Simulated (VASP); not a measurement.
Crystal: Pt.

```
Pt
1.0
     2.76067    0.00000    0.00000
    -1.38033    2.39081    0.00000
     0.00000    0.00000    4.79213
Pt
2
Direct
  0.66667 0.33333 0.75000
  0.33333 0.66667 0.25000
```

This isn't the form of Pt at room conditions, which is fcc.

Base run:

* Program: VASP 6.6.1
* Functional: PBEsol
* Potentials or basis: VASP PAW PBE potentials, release 64 (Pt)
* Cutoff: 500 eV
* k mesh: 12 × 12 × 6
* Occupations: gaussian, width 0.025 eV
* Spin: no spin polarisation

Its results: band gap on the k mesh zero (bands 10 and 11 overlap by 1.27 eV); pressure -11.3 GPa.

The run is repeated on the same cell with these changes: occupations from gaussian, width 0.025 eV to gaussian, width 0.25 eV. What comes out?

Band gap on the k mesh zero (bands 10 and 11 overlap by 1.29 eV); pressure -10.8 GPa.

Caveats: the cell stands under tension; the PAW data sets were made with another functional, which shifts forces and pressure a little; spin-orbit coupling is left out, which moves the levels of the heavy elements.
